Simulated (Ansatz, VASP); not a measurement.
## ZrC: VASP beside Ansatz

```
Zr C
1.0
     0.00000    2.35021    2.35021
     2.35021    0.00000    2.35021
     2.35021    2.35021    0.00000
Zr C
1 1
Cartesian
  2.3502 2.3502 2.3502
  0.0000 0.0000 0.0000
```

Alike in both runs: task relaxation of cell and atoms; functional r2SCAN; k mesh 16 × 16 × 16; occupations gaussian, width 0.1 eV; no spin polarisation.

|  | VASP | Ansatz |
| --- | --- | --- |
| version | VASP 6.6.1 | Ansatz 0.2.0 |
| potentials or method | VASP PAW PBE potentials, release 64 (Zr_sv, C), cutoff 600 eV | scalar-relativistic, plane waves, PAW |
| valence electrons in the cell | 16 | 16 |

Ansatz gave:

- gap on the k mesh at the Fermi level, each at its own relaxed structure (eV): none
- relaxed volume (Å³/atom): 13.07
- relaxed length of the cell vector where the two differ most in proportion (Å): 3.332

**Question.** Which values does VASP return?

**Answer.** gap on the k mesh at the Fermi level, each at its own relaxed structure (eV): none; relaxed volume (Å³/atom): 13.08; relaxed length of the cell vector where the two differ most in proportion (Å): 3.332.

VASP's potentials were made for PBE, not for r2SCAN. A gap of «none» marks a metal or a gap that the smearing closes.
